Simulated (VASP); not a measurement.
# Nb (Fm-3m) in VASP: further runs

The runs below take Nb through single point, relaxation of volume and atoms at fixed shape, with LDA.

All numbers are computed with VASP 6.6.1; they aren't measurements. Logs are shortened: lines on timing, memory, paths and dates and some standing lists are left out, and cuts for length are marked.

### 1 The cell of the first run

The structure is cubic, space group Fm-3m (No. 225). Conventional cell: a = 4.152 Å, b = 4.152 Å, c = 4.152 Å, α = 90.00°, β = 90.00°, γ = 90.00°. Within 3.9 Å of Nb (site symmetry m-3m) lie 12 Nb at 2.94 Å.

This isn't the form of Nb at room conditions, which is bcc.

### 2 Single point, LDA

File INCAR:

```
PREC = Accurate
ENCUT = 500
EDIFF = 1E-6
ISMEAR = 1
SIGMA = 0.05
LREAL = False
LASPH = True
NELM = 120
ALGO = Normal
ISIF = 2
LWAVE = False
LCHARG = False
GGA = CA
NBANDS = 12
GGA_COMPAT = False
```

File KPOINTS:

```
Automatic mesh
0
Gamma
  9 9 9
```

File POSCAR:

```
Nb
1.0
    0.0000000000      2.0757576467      2.0757576467
    2.0757576467      0.0000000000      2.0757576467
    2.0757576467      2.0757576467      0.0000000000
Nb
1
Direct
    0.0000000000      0.0000000000      0.0000000000
```

Potentials or basis: VASP PAW LDA potentials, release 64 (Nb_sv).

Run with:

```bash
$ cat potpaw_LDA.64/Nb_sv/POTCAR > POTCAR
$ mpirun -np 1 vasp_std > vasp.out
```

OUTCAR:

```text
PREC = Accurate
   ENCUT = 500
   EDIFF = 1E-6
   ISMEAR = 1
   LREAL = False
   LASPH = True
   NELM = 120
   ISIF = 2
   GGA = CA

 ion  position               nearest neighbor table
   1  0.000  0.000  0.000-

  LATTYP: Found a face centered cubic cell.
 ALAT       =     4.1515152934

  Lattice vectors:

 A1 = (   0.0000000000,   2.0757576467,   2.0757576467)
 A2 = (   2.0757576467,   0.0000000000,   2.0757576467)
 A3 = (   2.0757576467,   2.0757576467,   0.0000000000)

Analysis of symmetry for initial positions (statically):
=====================================================================
 Subroutine PRICEL returns:
 Original cell was already a primitive cell.

 Routine SETGRP: Setting up the symmetry group for a
 face centered cubic supercell.

 Subroutine GETGRP returns: Found 48 space group operations
 (whereof 48 operations were pure point group operations)
 out of a pool of 48 trial point group operations.

The static configuration has the point symmetry O_h .

Analysis of symmetry for dynamics (positions and initial velocities):
=====================================================================
 Subroutine PRICEL returns:
 Original cell was already a primitive cell.

 Routine SETGRP: Setting up the symmetry group for a
 face centered cubic supercell.

 Subroutine GETGRP returns: Found 48 space group operations
 (whereof 48 operations were pure point group operations)
 out of a pool of 48 trial point group operations.

The dynamic configuration has the point symmetry O_h .

 Subroutine INISYM returns: Found 48 space group operations
 (whereof 48 operations are pure point group operations),
 and found     1 'primitive' translations

----------------------------------------------------------------------------------------

                                     Primitive cell

  volume of cell :      17.8879

  direct lattice vectors                    reciprocal lattice vectors
     0.000000000  2.075757647  2.075757647    -0.240875904  0.240875904  0.240875904
     2.075757647  0.000000000  2.075757647     0.240875904 -0.240875904  0.240875904
     2.075757647  2.075757647  0.000000000     0.240875904  0.240875904 -0.240875904

  length of vectors
     2.935564616  2.935564616  2.935564616     0.417209304  0.417209304  0.417209304

  position of ions in fractional coordinates (direct lattice)
     0.000000000  0.000000000  0.000000000

  ion indices of the primitive-cell ions
   primitive index   ion index
                 1           1

----------------------------------------------------------------------------------------

 KPOINTS: Automatic mesh

Automatic generation of k-mesh.
 Grid dimensions read from file:
 generate k-points for:    9    9    9

 Generating k-lattice:

  Cartesian coordinates                     Fractional coordinates (reciprocal lattice)
    -0.026763989  0.026763989  0.026763989     0.111111111  0.000000000  0.000000000
     0.026763989 -0.026763989  0.026763989     0.000000000  0.111111111  0.000000000
     0.026763989  0.026763989 -0.026763989     0.000000000  0.000000000  0.111111111

  Length of vectors
     0.046356589  0.046356589  0.046356589

  Shift w.r.t. Gamma in fractional coordinates (k-lattice)
     0.000000000  0.000000000  0.000000000

 Subroutine IBZKPT returns following result:
 ===========================================

 Found     35 irreducible k-points:

 Following reciprocal coordinates:
            Coordinates               Weight
  0.000000  0.000000  0.000000      1.000000
  0.111111  0.000000  0.000000      8.000000
  0.222222  0.000000  0.000000      8.000000
  0.333333  0.000000  0.000000      8.000000
  0.444444  0.000000  0.000000      8.000000
  0.111111  0.111111  0.000000      6.000000
[... 16 lines left out ...]
 -0.333333  0.333333  0.000000     12.000000
  0.444444  0.444444  0.000000      6.000000
 [... further k-points ...]
   k-points           NKPTS =     35   k-points in BZ     NKDIM =     35   number of bands    NBANDS=     12
   number of dos      NEDOS =    301   number of ions     NIONS =      1
   total plane-waves  NPLWV =  13824
   dimension x,y,z NGX =    24 NGY =   24 NGZ =   24
   dimension x,y,z NGXF=    48 NGYF=   48 NGZF=   48
   ions per type =               1
   NGX,Y,Z   is equivalent  to a cutoff of  13.59, 13.59, 13.59 a.u.
   NGXF,Y,Z  is equivalent  to a cutoff of  27.18, 27.18, 27.18 a.u.
 SYSTEM =  unknown system
   PREC   = accura    normal or accurate (medium, high low for compatibility)
   ISTART =      0    job   : 0-new  1-cont  2-samecut
   ICHARG =      2    charge: 1-file 2-atom 10-const
   ISPIN  =      1    spin polarized calculation?
   LNONCOLLINEAR =      F non collinear calculations
   LSORBIT =      F    spin-orbit coupling
   LASPH  =      T    aspherical Exc in radial PAW
   ENCUT  =  500.0 eV  36.75 Ry    6.06 a.u.   5.35  5.35  5.35*2*pi/ulx,y,z
   NELM   =    120;   NELMIN=  2; NELMDL= -5     # of ELM steps
   EDIFF  = 0.1E-05   stopping-criterion for ELM
   LREAL  =      F    real-space projection
   EDIFFG = 0.1E-04   stopping-criterion for IOM
   NSW    =      0    number of steps for IOM
   IBRION =     -1    ionic relax: 0-MD 1-quasi-New 2-CG
   NFREE  =      0    steps in history (QN), initial steepest desc. (CG)
   ISIF   =      2    stress and relaxation
   ISYM   =      2    0-nonsym 1-usesym 2-fastsym
   POTIM  = 0.5000    time-step for ionic-motion
   TEBEG  =    0.0;   TEEND  =   0.0 temperature during run
   PSTRESS=    0.0 pullay stress
   NELECT =      13.0000    total number of electrons
   NUPDOWN=      -1.0000    fix difference up-down
   EMIN   =  10.00;   EMAX   =-10.00  energy-range for DOS
   EFERMI =   0.00;   METHOD = LEGACY
   ISMEAR =     1;   SIGMA  =   0.05  broadening in eV -4-tet -1-fermi 0-gaus
   EFERMI_NEDOS =   21; number of points for ismear=-14 and -15
   IALGO  =     38    algorithm
   IMIX   =      4    mixing-type and parameters
     AMIX     =   0.40;   BMIX     =  1.00
     AMIX_MAG =   1.60;   BMIX_MAG =  1.00
  volume/ion in A,a.u.               =      17.89       120.71
  Fermi-wavevector in a.u.,A,eV,Ry     =   1.471869  2.781430 29.475659  2.166400
  Thomas-Fermi vector in A             =   2.586953
   LORBIT       =      0    0 simple, 1 ext, 2 COOP (PROOUT), +10 PAW based schemes
   GGA     = CA    functional components
   LHFCALC =     F    Hartree Fock is set to
   AEXX    =    0.0000 exact exchange contribution
   IVDW    =     0    specifies the selected vdW correction
   LEPSILON=     F    determine dielectric tensor
   LRPA    =     F    only Hartree local field effects (RPA)
 non-spin polarized calculation
 Methfessel and Paxton  Order N= 1 SIGMA  =   0.05
  energy-cutoff  :      500.00
  volume of cell :       17.89
 maximum number of plane-waves:       465
 NGX is ok and might be reduce to    24
   NGX = 11   NGY = 11   NGZ = 11

 number of electron      13.0000000 magnetization

 Free energy of the ion-electron system (eV)
  ---------------------------------------------------
  ext. energy  EPLUGINS =         0.00000000
  ---------------------------------------------------
  free energy    TOTEN  =       -10.86992618 eV

  energy without entropy =      -10.87047422  energy(sigma->0) =      -10.87010886

 E-fermi :  11.4218     XC(G=0): -12.7559

 val. band max:       11.4031386528   @ k =   0.3333   0.1111   0.0000
 cond. band min:      11.4493981823   @ k =   0.4444   0.3333   0.1111
 fundamental gap:      0.0462595295
 Fermi energy:        11.4217544193

 k-point     1 :       0.0000    0.0000    0.0000
  band No.  band energies     occupation
      1     -43.0051      2.00000
      2     -18.4485      2.00000
      3     -18.4485      2.00000
      4     -18.4484      2.00000
      5       5.1422      2.00000
      6      11.4914     -0.06407
      7      11.4914     -0.06407
      8      11.4914     -0.06407
      9      14.2405      0.00000
     10      14.2405      0.00000
     11      23.3784      0.00000
     12      28.2966      0.00000

 k-point     2 :       0.1111    0.0000    0.0000
  band No.  band energies     occupation
      1     -42.9775      2.00000
      2     -18.6241      2.00000
      3     -18.4700      2.00000
      4     -18.4700      2.00000
      5       5.6157      2.00000
      6      11.1502      2.00000
      7      11.6975     -0.00000
      8      11.6975     -0.00000
      9      14.0669      0.00000
     10      14.0669      0.00000
     11      24.2984      0.00000
     12      26.7858      0.00000

 k-point     3 :       0.2222    0.0000    0.0000
  band No.  band energies     occupation
      1     -42.9069      2.00000
      2     -19.0539      2.00000
      3     -18.5240      2.00000
      4     -18.5240      2.00000
      5       6.7255      2.00000
      6      10.7025      2.00000
      7      11.9113     -0.00000
      8      11.9113     -0.00000
      9      14.1351      0.00000
     10      14.1351      0.00000
     11      24.3330      0.00000
     12      26.7580      0.00000
[... 286 lines left out ...]
 k-point    23 :      -0.3333    0.3333    0.0000
  band No.  band energies     occupation
      1     -42.7046      2.00000
      2     -19.3995      2.00000
      3     -19.3859      2.00000
      4     -18.7727      2.00000
      5       8.6856      2.00000
      6       9.6799      2.00000
      7      11.2196      2.00000
      8      13.5685      0.00000
      9      15.3999      0.00000
     10      19.3849      0.00000
     11      23.3393      0.00000
     12      24.3750      0.00000

 k-point    24 :       0.4444    0.4444    0.0000
  band No.  band energies     occupation
      1     -42.6953      2.00000
      2     -19.7210      2.00000
      3     -18.9309      2.00000
      4     -18.9309      2.00000
      5       7.2082      2.00000
      6       7.9559      2.00000
      7      14.9370      0.00000
      8      16.2613      0.00000
      9      16.6252      0.00000
     10      16.6252      0.00000
     11      23.6010      0.00000
     12      23.6010      0.00000

 [... further k-points ...]

------------------------ aborting loop because EDIFF is reached ----------------------------------------

  FORCE on cell =-STRESS in cart. coord.  units (eV):
  Direction    XX          YY          ZZ          XY          YZ          ZX
  --------------------------------------------------------------------------------------
  -------------------------------------------------------------------------------------
  Total       -0.0305383     -0.0305383     -0.0305383     -0.0000000      0.0000000      0.0000000
  in kB       -2.7352420     -2.7352420     -2.7352420     -0.0000000      0.0000000      0.0000000
  external PRESSURE =      -2.7352420 kB  Pullay stress =       0.0000000 kB

 VOLUME and BASIS-vectors are now :
 -----------------------------------------------------------------------------
  energy-cutoff  :      500.00
  volume of cell :       17.89
      direct lattice vectors                 reciprocal lattice vectors
     0.000000000  2.075757647  2.075757647    -0.240875904  0.240875904  0.240875904
     2.075757647  0.000000000  2.075757647     0.240875904 -0.240875904  0.240875904
     2.075757647  2.075757647  0.000000000     0.240875904  0.240875904 -0.240875904

 POSITION                                       TOTAL-FORCE (eV/Angst)
 -----------------------------------------------------------------------------------
      0.00000      0.00000      0.00000         0.000000      0.000000      0.000000
 -----------------------------------------------------------------------------------
    total drift:                               -0.000000      0.000000      0.000000

  FREE ENERGIE OF THE ION-ELECTRON SYSTEM (eV)
  ---------------------------------------------------
  free  energy   TOTEN  =       -10.8699261850 eV

  energy  without entropy=      -10.8704742171  energy(sigma->0) =      -10.87010886
```

Run time: 3 s. Hardware: 1 thread of Intel Xeon 6975P-C (Granite Rapids), shared host; peak memory 0.12 GiB.

Results:

| Item | Value |
| --- | --- |
| Free energy | -10.8699 eV |
| Pressure | -0.3 GPa |
| Band gap on the k mesh | zero (an odd number of electrons rules out a gap without spin polarisation) |

Levels at points of the mesh, in eV from the Fermi level:
```tsv
k point	band 2	band 3	band 4	band 5	band 6	band 7	band 8	band 9	band 10	band 11
(0.00, 0.00, 0.00)	-29.87	-29.87	-29.87	-6.28	0.07	0.07	0.07	2.82	2.82	11.96
```

### 3 Relaxation of volume and atoms at fixed shape, LDA

This run uses another cell than the first one, of 18.39 Å³/atom.

File INCAR:

```
PREC = Accurate ; ENCUT = 500
EDIFF = 1E-7 ; ISMEAR = 1
SIGMA = 0.05 ; LREAL = False
LASPH = True ; NELM = 120
ALGO = Normal ; ISIF = 8
LWAVE = False ; LCHARG = False
IBRION = 2 ; NSW = 80
EDIFFG = -0.03 ; GGA_COMPAT = False
NELMIN = 4
```

KPOINTS is that of step 2.

File POSCAR:

```
Nb
1.0
    0.0000000000      2.0950000000      2.0950000000
    2.0950000000      0.0000000000      2.0950000000
    2.0950000000      2.0950000000      0.0000000000
Nb
1
Direct
    0.0000000000      0.0000000000      0.0000000000
```

Potentials or basis: VASP PAW LDA potentials, release 64 (Nb_sv).

Run with:

```bash
$ cat potpaw_LDA.64/Nb_sv/POTCAR > POTCAR
$ mpirun -np 1 vasp_std > vasp.out
```

Wall time 6.6 s (1 thread of Intel Xeon 6975P-C (Granite Rapids), shared host); peak memory 0.13 GiB.

The run converged. Its results:

* Free energy: -10.8704 eV
* Relaxed volume: 17.88 Å³/atom
* Relaxed cell: a = 2.935 Å, b = 2.935 Å, c = 2.935 Å, α = 60.00°, β = 60.00°, γ = 60.00°
* Space group after relaxing (to 0.1 Å): Fm-3m (No. 225)
* Energy gained by relaxing: 8.4 meV/atom
* Ionic steps: 3
* Pressure after relaxing: -0.1 GPa
* Band gap on the k mesh: zero (an odd number of electrons rules out a gap without spin polarisation)

Step by step:
```csv
step,energy change (eV),largest force (eV/Å),pressure (GPa),volume (Å³)
1,0.0000,0.0000,-5.01,18.39
2,0.0212,0.0000,9.93,16.90
3,-0.0084,0.0000,-0.13,17.88
```

Final structure:
```
Nb
1.0
     0.00000    2.07530    2.07530
     2.07530    0.00000    2.07530
     2.07530    2.07530    0.00000
Nb
1
Direct
  0.00000 0.00000 0.00000
```

Levels at points of the mesh, in eV from the Fermi level:
```tsv
k point	band 3	band 4	band 5	band 6	band 7	band 8	band 9	band 10
(0.00, 0.00, 0.00)	-29.87	-29.87	-6.28	0.07	0.07	0.07	2.82	2.82
```
